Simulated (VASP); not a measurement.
# Ti (Pm) in VASP: single point with r2SCAN

Aim: the single point of Ti with r2SCAN.

Program: VASP 6.6.1. These are calculated values, not measurements. Logs are shortened: lines on timing, memory, paths and dates and some standing lists are left out, and cuts for length are marked.

## 1. The cell of the first run

The structure is monoclinic, space group Pm (No. 6). Conventional cell: a = 4.568 Å, b = 2.825 Å, c = 4.568 Å, α = 90.00°, β = 120.00°, γ = 90.00°. Within 3.6 Å of Ti (site symmetry m) lie 14 Ti at 2.75 to 3.24 Å. Ti (site symmetry m) has 11 Ti at 2.64 to 3.18 Å within 3.5 Å. Ti (site symmetry m) has 11 Ti at 2.64 to 3.24 Å within 3.5 Å.

## 2. Single point, r2SCAN (atom 1 (Ti) moved by (-0.200, -0.200) A along x and y)

The input, POSCAR:

```
Ti
1.0
    4.5680217062      0.0000000000      0.0000000000
   -2.2840108531      3.9560228426      0.0000000000
    0.0000000000      0.0000000000      2.8245629368
Ti
3
Direct
   -0.0690605418     -0.0505558254      0.0000000000
    0.3333333333      0.6666666667      0.5000000000
    0.6666666667      0.3333333333      0.5000000000
```

The input, INCAR.step1:

```
PREC = Accurate ; ENCUT = 520
ISMEAR = 0 ; SIGMA = 0.15
LREAL = F ; LASPH = T
NELM = 60 ; NBANDS = 25
GGA = PE ; ALGO = Normal
EDIFF = 1E-4 ; LWAVE = T
LCHARG = F
```

The input, INCAR.step2:

```
PREC = Accurate ; ENCUT = 520
EDIFF = 1E-6 ; ISMEAR = 0
SIGMA = 0.15 ; LREAL = F
LASPH = T ; NELM = 60
ALGO = Normal ; ISIF = 2
LWAVE = F ; LCHARG = T
METAGGA = R2SCAN ; LMIXTAU = T
LELF = T ; LVHAR = T
NBANDS = 25 ; ISTART = 1
```

The input, KPOINTS:

```
regular mesh
0
Gamma
  12 12 16
```

Potentials or basis: VASP PAW PBE potentials, release 64 (Ti_sv).

The run is started by

```sh
$ cat potpaw_PBE.64/Ti_sv/POTCAR > POTCAR
$ cp INCAR.step1 INCAR
$ mpirun -np 1 vasp_std > vasp.out
$ cp INCAR.step2 INCAR
$ mpirun -np 1 vasp_std > vasp.out
```

OUTCAR:

```text
PREC = Accurate
   ENCUT = 520
   EDIFF = 1E-6
   ISMEAR = 0
   LREAL = F
   LASPH = T
   NELM = 60
   ISIF = 2
   METAGGA = R2SCAN
   ISTART = 1

 ion  position               nearest neighbor table
   1  0.931  0.949  0.000-   2 2.75   2 2.75   3 2.82   3 2.82
   2  0.333  0.667  0.500-   3 2.64   3 2.64   3 2.64   1 2.75   1 2.75
   3  0.667  0.333  0.500-   2 2.64   2 2.64   2 2.64   1 2.82   1 2.82

  LATTYP: Found a hexagonal cell.
 ALAT       =     4.5680217062
 C/A-ratio  =     0.6183339569

  Lattice vectors:

 A1 = (   4.5680217062,   0.0000000000,   0.0000000000)
 A2 = (  -2.2840108531,   3.9560228426,   0.0000000000)
 A3 = (   0.0000000000,   0.0000000000,   2.8245629368)

Analysis of symmetry for initial positions (statically):
=====================================================================
 Subroutine PRICEL returns:
 Original cell was already a primitive cell.

 Routine SETGRP: Setting up the symmetry group for a
 hexagonal supercell.

 Subroutine GETGRP returns: Found  2 space group operations
 (whereof  2 operations were pure point group operations)
 out of a pool of 24 trial point group operations.

The static configuration has the point symmetry C_1h.

Analysis of symmetry for dynamics (positions and initial velocities):
=====================================================================
 Subroutine PRICEL returns:
 Original cell was already a primitive cell.

 Routine SETGRP: Setting up the symmetry group for a
 hexagonal supercell.

 Subroutine GETGRP returns: Found  2 space group operations
 (whereof  2 operations were pure point group operations)
 out of a pool of 24 trial point group operations.

The dynamic configuration has the point symmetry C_1h.

 Subroutine INISYM returns: Found  2 space group operations
 (whereof  2 operations are pure point group operations),
 and found     1 'primitive' translations

----------------------------------------------------------------------------------------

                                     Primitive cell

  volume of cell :      51.0432

  direct lattice vectors                    reciprocal lattice vectors
     4.568021706  0.000000000  0.000000000     0.218913145  0.126389563  0.000000000
    -2.284010853  3.956022843  0.000000000     0.000000000  0.252779127  0.000000000
     0.000000000  0.000000000  2.824562937     0.000000000  0.000000000  0.354037075
[... 83 lines left out ...]
   LASPH  =      T    aspherical Exc in radial PAW
   ENCUT  =  520.0 eV  38.22 Ry    6.18 a.u.   8.49  8.49  5.25*2*pi/ulx,y,z
   NELM   =     60;   NELMIN=  2; NELMDL=  0     # of ELM steps
   EDIFF  = 0.1E-05   stopping-criterion for ELM
   LREAL  =      F    real-space projection
   EDIFFG = 0.1E-04   stopping-criterion for IOM
   NSW    =      0    number of steps for IOM
   IBRION =     -1    ionic relax: 0-MD 1-quasi-New 2-CG
   NFREE  =      0    steps in history (QN), initial steepest desc. (CG)
   ISIF   =      2    stress and relaxation
   ISYM   =      2    0-nonsym 1-usesym 2-fastsym
   POTIM  = 0.5000    time-step for ionic-motion
   TEBEG  =    0.0;   TEEND  =   0.0 temperature during run
   PSTRESS=    0.0 pullay stress
   NELECT =      36.0000    total number of electrons
   NUPDOWN=      -1.0000    fix difference up-down
   EMIN   =  10.00;   EMAX   =-10.00  energy-range for DOS
   EFERMI =   0.00;   METHOD = LEGACY
   ISMEAR =     0;   SIGMA  =   0.15  broadening in eV -4-tet -1-fermi 0-gaus
   EFERMI_NEDOS =   21; number of points for ismear=-14 and -15
   IALGO  =     38    algorithm
   IMIX   =      4    mixing-type and parameters
     AMIX     =   0.40;   BMIX     =  1.00
     AMIX_MAG =   1.60;   BMIX_MAG =  1.00
  volume/ion in A,a.u.               =      17.01       114.82
  Fermi-wavevector in a.u.,A,eV,Ry     =   1.457235  2.753775 28.892432  2.123534
  Thomas-Fermi vector in A             =   2.574060
   LORBIT       =      0    0 simple, 1 ext, 2 COOP (PROOUT), +10 PAW based schemes
   METAGGA = R2SCAN    functional components
   LHFCALC =     F    Hartree Fock is set to
   AEXX    =    0.0000 exact exchange contribution
   IVDW    =     0    specifies the selected vdW correction
   LEPSILON=     F    determine dielectric tensor
   LRPA    =     F    only Hartree local field effects (RPA)
 non-spin polarized calculation
 Gauss-broadening in eV      SIGMA  =   0.15
  energy-cutoff  :      520.00
  volume of cell :       51.04
 maximum number of plane-waves:      1402
 NGX is ok and might be reduce to    36
   NGX = 17   NGY = 17   NGZ = 11

 number of electron      35.9999991 magnetization

 Free energy of the ion-electron system (eV)
  ---------------------------------------------------
  ext. energy  EPLUGINS =         0.00000000
  ---------------------------------------------------
  free energy    TOTEN  =       -38.74640671 eV

  energy without entropy =      -38.72288723  energy(sigma->0) =      -38.73464697

 E-fermi :   8.4905     XC(G=0): -12.4828

 val. band max:        8.4901847615   @ k =  -0.3333  -0.4167  -0.0625
 cond. band min:       8.4916706622   @ k =   0.2500   0.0833   0.0000
 fundamental gap:      0.0014859007
 Fermi energy:         8.4904535731

 k-point     1 :       0.0000    0.0000    0.0000
  band No.  band energies     occupation
      1     -50.6815      2.00000
      2     -50.4883      2.00000
      3     -50.3438      2.00000
      4     -26.0831      2.00000
      5     -26.0731      2.00000
      6     -25.8549      2.00000
[... 661 lines left out ...]
     24      10.5562      0.00000
     25      10.9239      0.00000

 [... further k-points ...]

------------------------ aborting loop because EDIFF is reached ----------------------------------------

  FORCE on cell =-STRESS in cart. coord.  units (eV):
  Direction    XX          YY          ZZ          XY          YZ          ZX
  --------------------------------------------------------------------------------------
  -------------------------------------------------------------------------------------
  Total        1.1164615      1.0439422      0.2642052      0.3197324      0.0000000      0.0000000
  in kB       35.0441970     32.7679181      8.2930393     10.0359628      0.0000000      0.0000000
  external PRESSURE =      25.3683848 kB  Pullay stress =       0.0000000 kB

 VOLUME and BASIS-vectors are now :
 -----------------------------------------------------------------------------
  energy-cutoff  :      520.00
  volume of cell :       51.04
      direct lattice vectors                 reciprocal lattice vectors
     4.568021706  0.000000000  0.000000000     0.218913145  0.126389563  0.000000000
    -2.284010853  3.956022843  0.000000000     0.000000000  0.252779127  0.000000000
     0.000000000  0.000000000  2.824562937     0.000000000  0.000000000  0.354037075

 POSITION                                       TOTAL-FORCE (eV/Angst)
 -----------------------------------------------------------------------------------
      2.08401      3.75602      0.00000         1.014689      0.985553      0.000000
     -0.00000      2.63735      1.41228        -0.762771     -0.495003      0.000000
      2.28401      1.31867      1.41228        -0.251918     -0.490549      0.000000
 -----------------------------------------------------------------------------------
    total drift:                               -0.000110     -0.000051      0.000000

  FREE ENERGIE OF THE ION-ELECTRON SYSTEM (eV)
  ---------------------------------------------------
  free  energy   TOTEN  =       -38.7464067059 eV

  energy  without entropy=      -38.7228872311  energy(sigma->0) =      -38.73464697
```

Wall time 88 min (1 thread of Oxide Virtual Turin-like, shared host); peak memory 0.66 GiB.

Results:

| Item | Value |
| --- | --- |
| Free energy | -38.7464 eV |
| Pressure | 2.5 GPa |
| Largest force | 1.415 eV/Å |
| Band gap on the k mesh | zero (bands 18 and 19 overlap by 0.32 eV) |

Forces in eV/Å, atoms in the order of the input:
```
Ti   1.015  0.986  0.000
Ti  -0.763 -0.495  0.000
Ti  -0.252 -0.491  0.000
```

Stress tensor (GPa, compression positive):
```
3.50 1.00 0.00
1.00 3.28 0.00
0.00 0.00 0.83
```

Caveat: the cell differs from its parent crystal (atom 1 (Ti) moved by (-0.200, -0.200) A along x and y); the PAW data sets were made with another functional, which shifts forces and pressure a little.
